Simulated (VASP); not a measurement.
# TiC (CsCl type) (Pm-3m) in VASP: a series of runs

The runs below take TiC (CsCl type) through single point, with PBE.

All numbers are computed with VASP 6.6.1; they aren't measurements. Logs are shortened: lines on timing, memory, paths and dates and some standing lists are left out, and cuts for length are marked.

## 1. The cell of the first run

Symmetry: Pm-3m, No. 221, cubic system. Conventional cell: a = 2.517 Å, b = 2.517 Å, c = 2.517 Å, α = 90.00°, β = 90.00°, γ = 90.00°. Within 2.9 Å of Ti (site symmetry m-3m) lie 8 C at 2.18 Å and 6 Ti at 2.52 Å. C (site symmetry m-3m) has 8 Ti at 2.18 Å and 6 C at 2.52 Å within 2.9 Å.

## 2. Single point, PBE (volume scaled by 0.8)

INCAR reads:

```
SYSTEM = TiC
PREC     = Accurate       ! precision mode
ENCUT    = 520            ! plane-wave cutoff, eV
EDIFF    = 1E-6           ! SCF threshold, eV
ISMEAR   = -1             ! smearing method
SIGMA    = 0.08           ! smearing width, eV
LREAL    = .FALSE.        ! projectors in reciprocal space
LASPH    = .TRUE.         ! aspherical terms in the spheres
NELM     = 60             ! most SCF steps
ALGO     = Normal         ! electronic algorithm
ISIF     = 2              ! what is computed and relaxed
LWAVE    = .FALSE.        ! write WAVECAR
LCHARG   = .FALSE.        ! write CHGCAR
GGA      = PE             ! functional
NBANDS   = 15             ! bands
```

KPOINTS reads:

```
regular mesh
0
G
  14 14 14
  0 0 0
```

POSCAR reads:

```
TiC
1.0
    2.5169104687      0.0000000000      0.0000000000
    0.0000000000      2.5169104687      0.0000000000
    0.0000000000      0.0000000000      2.5169104687
Ti C
1 1
Direct
    0.0000000000      0.0000000000      0.0000000000
    0.5000000000      0.5000000000      0.5000000000
```

Potentials or basis: VASP PAW PBE potentials, release 64 (Ti_sv, C).

Run with:

```bash
$ cat potpaw_PBE.64/Ti_sv/POTCAR potpaw_PBE.64/C/POTCAR > POTCAR
$ mpirun -np 1 vasp_std > vasp.out
```

OUTCAR:

```text
SYSTEM = TiC
   PREC = Accurate
   ENCUT = 520
   EDIFF = 1E-6
   ISMEAR = -1
   LREAL = .FALSE.
   LASPH = .TRUE.
   NELM = 60
   ISIF = 2
   GGA = PE

 ion  position               nearest neighbor table
   1  0.000  0.000  0.000-   2 2.18   2 2.18   2 2.18   2 2.18   2 2.18   2 2.18   2 2.18   2 2.18

   2  0.500  0.500  0.500-   1 2.18   1 2.18   1 2.18   1 2.18   1 2.18   1 2.18   1 2.18   1 2.18

  LATTYP: Found a simple cubic cell.
 ALAT       =     2.5169104687

  Lattice vectors:

 A1 = (   2.5169104687,   0.0000000000,   0.0000000000)
 A2 = (   0.0000000000,   2.5169104687,   0.0000000000)
 A3 = (   0.0000000000,   0.0000000000,   2.5169104687)

Analysis of symmetry for initial positions (statically):
=====================================================================
 Subroutine PRICEL returns:
 Original cell was already a primitive cell.

 Routine SETGRP: Setting up the symmetry group for a
 simple cubic supercell.

 Subroutine GETGRP returns: Found 48 space group operations
 (whereof 48 operations were pure point group operations)
 out of a pool of 48 trial point group operations.

The static configuration has the point symmetry O_h .

Analysis of symmetry for dynamics (positions and initial velocities):
=====================================================================
 Subroutine PRICEL returns:
 Original cell was already a primitive cell.

 Routine SETGRP: Setting up the symmetry group for a
 simple cubic supercell.

 Subroutine GETGRP returns: Found 48 space group operations
 (whereof 48 operations were pure point group operations)
 out of a pool of 48 trial point group operations.

The dynamic configuration has the point symmetry O_h .

 Subroutine INISYM returns: Found 48 space group operations
 (whereof 48 operations are pure point group operations),
 and found     1 'primitive' translations

----------------------------------------------------------------------------------------

                                     Primitive cell

  volume of cell :      15.9442

  direct lattice vectors                    reciprocal lattice vectors
     2.516910469  0.000000000  0.000000000     0.397312504  0.000000000  0.000000000
     0.000000000  2.516910469  0.000000000     0.000000000  0.397312504  0.000000000
[... 92 lines left out ...]
   ISYM   =      2    0-nonsym 1-usesym 2-fastsym
   POTIM  = 0.5000    time-step for ionic-motion
   TEBEG  =    0.0;   TEEND  =   0.0 temperature during run
   PSTRESS=    0.0 pullay stress
   NELECT =      16.0000    total number of electrons
   NUPDOWN=      -1.0000    fix difference up-down
   EMIN   =  10.00;   EMAX   =-10.00  energy-range for DOS
   EFERMI =   0.00;   METHOD = LEGACY
   ISMEAR =    -1;   SIGMA  =   0.08  broadening in eV -4-tet -1-fermi 0-gaus
   EFERMI_NEDOS =   21; number of points for ismear=-14 and -15
   IALGO  =     38    algorithm
   IMIX   =      4    mixing-type and parameters
     AMIX     =   0.40;   BMIX     =  1.00
     AMIX_MAG =   1.60;   BMIX_MAG =  1.00
  volume/ion in A,a.u.               =       7.97        53.80
  Fermi-wavevector in a.u.,A,eV,Ry     =   1.639005  3.097271 36.549858  2.686339
  Thomas-Fermi vector in A             =   2.729883
   LORBIT       =      0    0 simple, 1 ext, 2 COOP (PROOUT), +10 PAW based schemes
   GGA     = PE    functional components
   LHFCALC =     F    Hartree Fock is set to
   AEXX    =    0.0000 exact exchange contribution
   IVDW    =     0    specifies the selected vdW correction
   LEPSILON=     F    determine dielectric tensor
   LRPA    =     F    only Hartree local field effects (RPA)
 non-spin polarized calculation
  energy-cutoff  :      520.00
  volume of cell :       15.94
 maximum number of plane-waves:       449
 NGX is ok and might be reduce to    20
   NGX =  9   NGY =  9   NGZ =  9

 number of electron      16.0000001 magnetization

 Free energy of the ion-electron system (eV)
  ---------------------------------------------------
  ext. energy  EPLUGINS =         0.00000000
  ---------------------------------------------------
  free energy    TOTEN  =       -15.59928451 eV

  energy without entropy =      -15.55188988  energy(sigma->0) =      -15.57558719

 E-fermi :  13.0314     XC(G=0): -14.0900

 val. band max:       13.0100396860   @ k =   0.2857   0.2143   0.0000
 cond. band min:      13.0391754782   @ k =   0.5000   0.3571   0.0714
 fundamental gap:      0.0291357923
 Fermi energy:        13.0314366599

 k-point     1 :       0.0000    0.0000    0.0000
  band No.  band energies     occupation
      1     -43.3521      2.00000
      2     -18.9307      2.00000
      3     -18.9307      2.00000
      4     -18.9307      2.00000
      5      -1.2323      2.00000
      6      10.7888      2.00000
      7      10.7888      2.00000
      8      14.9063      0.00000
      9      14.9063      0.00000
     10      14.9063      0.00000
     11      17.3086      0.00000
     12      17.3086      0.00000
     13      17.3086      0.00000
     14      27.8296      0.00000
[... 401 lines left out ...]
      2     -20.0580      2.00000
      3     -19.3599      2.00000
      4     -18.7546      2.00000
      5       1.8122      2.00000
      6       7.7922      2.00000
      7      10.4746      2.00000
      8      12.7178      1.96110
      9      12.9279      1.56954
     10      16.3724      0.00000
     11      17.5923      0.00000
     12      19.6534      0.00000
     13      20.0692      0.00000
     14      27.8133      0.00000
     15      30.4697      0.00000

 [... further k-points ...]

------------------------ aborting loop because EDIFF is reached ----------------------------------------

  FORCE on cell =-STRESS in cart. coord.  units (eV):
  Direction    XX          YY          ZZ          XY          YZ          ZX
  --------------------------------------------------------------------------------------
  -------------------------------------------------------------------------------------
  Total        7.5708365      7.5708365      7.5708365      0.0000000     -0.0000000      0.0000000
  in kB      760.7660902    760.7660902    760.7660902      0.0000000     -0.0000000      0.0000000
  external PRESSURE =     760.7660902 kB  Pullay stress =       0.0000000 kB

 VOLUME and BASIS-vectors are now :
 -----------------------------------------------------------------------------
  energy-cutoff  :      520.00
  volume of cell :       15.94
      direct lattice vectors                 reciprocal lattice vectors
     2.516910469  0.000000000  0.000000000     0.397312504  0.000000000  0.000000000
     0.000000000  2.516910469  0.000000000     0.000000000  0.397312504  0.000000000
     0.000000000  0.000000000  2.516910469     0.000000000  0.000000000  0.397312504

 POSITION                                       TOTAL-FORCE (eV/Angst)
 -----------------------------------------------------------------------------------
      0.00000      0.00000      0.00000         0.000000      0.000000      0.000000
      1.25846      1.25846      1.25846         0.000000      0.000000      0.000000
 -----------------------------------------------------------------------------------
    total drift:                               -0.000000      0.000000      0.000000

  FREE ENERGIE OF THE ION-ELECTRON SYSTEM (eV)
  ---------------------------------------------------
  free  energy   TOTEN  =       -15.5992845070 eV

  energy  without entropy=      -15.5518898814  energy(sigma->0) =      -15.57558719
```

OSZICAR:

```text
N       E                     dE             d eps       ncg     rms          rms(c)
DAV:   1     0.114726331587E+03    0.11473E+03   -0.79237E+03  3624   0.134E+03
DAV:   2    -0.145348803732E+02   -0.12926E+03   -0.12076E+03  3747   0.338E+02
DAV:   3    -0.206003707056E+02   -0.60655E+01   -0.59506E+01  4927   0.727E+01
DAV:   4    -0.207513517312E+02   -0.15098E+00   -0.15087E+00  4149   0.108E+01
DAV:   5    -0.207542857356E+02   -0.29340E-02   -0.29339E-02  4703   0.141E+00    0.211E+01
DAV:   6    -0.174900773002E+02    0.32642E+01   -0.10117E+01  4796   0.611E+01    0.111E+01
DAV:   7    -0.155836154196E+02    0.19065E+01   -0.41736E+00  4223   0.285E+01    0.729E+00
DAV:   8    -0.155841469577E+02   -0.53154E-03   -0.18403E-01  4281   0.488E+00    0.362E+00
DAV:   9    -0.156000377614E+02   -0.15891E-01   -0.70910E-02  4684   0.225E+00    0.690E-01
DAV:  10    -0.156004100847E+02   -0.37232E-03   -0.37812E-03  4024   0.516E-01    0.610E-01
DAV:  11    -0.155993769024E+02    0.10332E-02   -0.51434E-03  3915   0.117E+00    0.139E-01
DAV:  12    -0.155992963255E+02    0.80577E-04   -0.30645E-04  3810   0.289E-01    0.335E-02
DAV:  13    -0.155992851065E+02    0.11219E-04   -0.24306E-05  4804   0.668E-02    0.396E-03
DAV:  14    -0.155992845070E+02    0.59950E-06   -0.20300E-06  4125   0.183E-02
   1 F= -.15599285E+02 E0= -.15575587E+02  d E =-.473946E-01
```

It took 41 s on 1 thread of Intel Xeon 8259CL, shared host; peak memory 0.14 GiB.

Results:

* Free energy: -15.5993 eV
* Pressure: 76.1 GPa
* Band gap on the k mesh: zero (band 8 reaches 14.91 eV, above the bottom of band 9 at 11.96 eV)

Levels at points of the mesh, in eV from the Fermi level:
| k point | band 4 | band 5 | band 6 | band 7 | band 8 | band 9 | band 10 | band 11 | band 12 | band 13 |
| --- | --- | --- | --- | --- | --- | --- | --- | --- | --- | --- |
| (0.00, 0.00, 0.00) | -31.96 | -14.26 | -2.24 | -2.24 | 1.87 | 1.87 | 1.87 | 4.28 | 4.28 | 4.28 |
| (0.50, 0.00, 0.00) | -31.81 | -10.31 | -7.40 | -1.34 | -1.34 | -1.00 | 4.62 | 5.66 | 8.30 | 8.30 |
| (0.50, 0.50, 0.00) | -31.68 | -11.03 | -3.50 | -3.50 | -0.69 | 2.16 | 2.16 | 3.27 | 5.64 | 5.99 |
| (0.50, 0.50, 0.50) | -32.88 | -6.87 | -6.87 | -6.87 | -6.29 | 6.13 | 6.13 | 8.85 | 8.85 | 8.85 |

## 3. Single point, PBE (volume scaled by 0.88)

INCAR reads:

```
SYSTEM = TiC
  PREC = Accurate
  ENCUT = 520
  EDIFF = 1E-6
  ISMEAR = -1
  SIGMA = 0.08
  LREAL = .FALSE.
  LASPH = .TRUE.
  NELM = 80
  ALGO = Normal
  ISIF = 2
  LWAVE = .FALSE.
  LCHARG = .FALSE.
  GGA = PE
  NBANDS = 15
```

KPOINTS reads:

```
Automatic mesh
0
G
  14 14 14
  0 0 0
```

POSCAR reads:

```
TiC
1.0
    2.5981566292      0.0000000000      0.0000000000
    0.0000000000      2.5981566292      0.0000000000
    0.0000000000      0.0000000000      2.5981566292
Ti C
1 1
Direct
    0.0000000000      0.0000000000      0.0000000000
    0.5000000000      0.5000000000      0.5000000000
```

Potentials or basis: VASP PAW PBE potentials, release 64 (Ti_sv, C).

Run with:

```bash
$ cat potpaw_PBE.64/Ti_sv/POTCAR potpaw_PBE.64/C/POTCAR > POTCAR
$ mpirun -np 1 vasp_std > vasp.out
```

OUTCAR:

```text
SYSTEM = TiC
   PREC = Accurate
   ENCUT = 520
   EDIFF = 1E-6
   ISMEAR = -1
   LREAL = .FALSE.
   LASPH = .TRUE.
   NELM = 80
   ISIF = 2
   GGA = PE

 ion  position               nearest neighbor table
   1  0.000  0.000  0.000-   2 2.25   2 2.25   2 2.25   2 2.25   2 2.25   2 2.25   2 2.25   2 2.25

   2  0.500  0.500  0.500-   1 2.25   1 2.25   1 2.25   1 2.25   1 2.25   1 2.25   1 2.25   1 2.25

  LATTYP: Found a simple cubic cell.
 ALAT       =     2.5981566292

  Lattice vectors:

 A1 = (   2.5981566292,   0.0000000000,   0.0000000000)
 A2 = (   0.0000000000,   2.5981566292,   0.0000000000)
 A3 = (   0.0000000000,   0.0000000000,   2.5981566292)

Analysis of symmetry for initial positions (statically):
=====================================================================
 Subroutine PRICEL returns:
 Original cell was already a primitive cell.

 Routine SETGRP: Setting up the symmetry group for a
 simple cubic supercell.

 Subroutine GETGRP returns: Found 48 space group operations
 (whereof 48 operations were pure point group operations)
 out of a pool of 48 trial point group operations.

[... 176 lines left out ...]
      6       9.7734      2.00000
      7       9.7734      2.00000
      8      13.3897      0.00000
      9      13.3897      0.00000
     10      13.3897      0.00000
     11      15.5304      0.00000
     12      15.5304      0.00000
     13      15.5304      0.00000
     14      24.4056      0.00000
[... 401 lines left out ...]
      2     -21.3998      2.00000
      3     -20.8802      2.00000
      4     -20.4293      2.00000
      5       0.7442      2.00000
      6       6.7620      2.00000
      7       9.3220      2.00000
      8      11.4652      1.90081
      9      11.6328      1.40451
     10      14.7246      0.00000
     11      15.8064      0.00000
     12      17.5112      0.00000
     13      18.0616      0.00000
     14      25.2910      0.00000
     15      28.1040      0.00000

 [... further k-points ...]

------------------------ aborting loop because EDIFF is reached ----------------------------------------

  FORCE on cell =-STRESS in cart. coord.  units (eV):
  Direction    XX          YY          ZZ          XY          YZ          ZX
  --------------------------------------------------------------------------------------
  -------------------------------------------------------------------------------------
  Total        3.9819365      3.9819365      3.9819365      0.0000000      0.0000000      0.0000000
  in kB      363.7549579    363.7549579    363.7549579      0.0000000      0.0000000      0.0000000
  external PRESSURE =     363.7549579 kB  Pullay stress =       0.0000000 kB

 VOLUME and BASIS-vectors are now :
 -----------------------------------------------------------------------------
  energy-cutoff  :      520.00
  volume of cell :       17.54
      direct lattice vectors                 reciprocal lattice vectors
     2.598156629  0.000000000  0.000000000     0.384888266  0.000000000  0.000000000
     0.000000000  2.598156629  0.000000000     0.000000000  0.384888266  0.000000000
     0.000000000  0.000000000  2.598156629     0.000000000  0.000000000  0.384888266

 POSITION                                       TOTAL-FORCE (eV/Angst)
 -----------------------------------------------------------------------------------
      0.00000      0.00000      0.00000         0.000000      0.000000      0.000000
      1.29908      1.29908      1.29908         0.000000      0.000000      0.000000
 -----------------------------------------------------------------------------------
    total drift:                                0.000000      0.000000      0.000000

  FREE ENERGIE OF THE ION-ELECTRON SYSTEM (eV)
  ---------------------------------------------------
  free  energy   TOTEN  =       -16.1460345249 eV

  energy  without entropy=      -16.0948331455  energy(sigma->0) =      -16.12043384
```

OSZICAR:

```text
N       E                     dE             d eps       ncg     rms          rms(c)
DAV:   1     0.114269421080E+03    0.11427E+03   -0.80198E+03  3662   0.132E+03
DAV:   2    -0.148625473096E+02   -0.12913E+03   -0.12062E+03  3768   0.335E+02
DAV:   3    -0.213071436325E+02   -0.64446E+01   -0.63113E+01  4899   0.740E+01
DAV:   4    -0.214913540384E+02   -0.18421E+00   -0.18407E+00  4158   0.120E+01
DAV:   5    -0.214956339798E+02   -0.42799E-02   -0.42784E-02  4753   0.168E+00    0.188E+01
DAV:   6    -0.184507013962E+02    0.30449E+01   -0.10395E+01  4891   0.599E+01    0.117E+01
DAV:   7    -0.161612851793E+02    0.22894E+01   -0.48261E+00  4342   0.295E+01    0.607E+00
DAV:   8    -0.161463849710E+02    0.14900E-01   -0.19729E-01  3971   0.421E+00    0.422E+00
DAV:   9    -0.161468299271E+02   -0.44496E-03   -0.11743E-01  4930   0.377E+00    0.629E-01
DAV:  10    -0.161476677036E+02   -0.83778E-03   -0.72365E-03  3956   0.847E-01    0.617E-01
DAV:  11    -0.161461079424E+02    0.15598E-02   -0.77777E-03  3866   0.135E+00    0.196E-01
DAV:  12    -0.161460525874E+02    0.55355E-04   -0.50492E-04  3691   0.281E-01    0.526E-02
DAV:  13    -0.161460366142E+02    0.15973E-04   -0.19288E-05  4894   0.591E-02    0.113E-02
DAV:  14    -0.161460345440E+02    0.20702E-05   -0.29199E-06  4132   0.180E-02    0.277E-03
DAV:  15    -0.161460345249E+02    0.19084E-07   -0.35842E-07  2206   0.915E-03
   1 F= -.16146035E+02 E0= -.16120434E+02  d E =-.512014E-01
```

It took 44 s on 1 thread of Intel Xeon 8259CL, shared host; peak memory 0.15 GiB.

Results:

| Property | Result |
| --- | --- |
| Free energy | -16.1460 eV |
| Pressure | 36.4 GPa |
| Band gap on the k mesh | zero (band 8 reaches 13.39 eV, above the bottom of band 9 at 10.80 eV) |
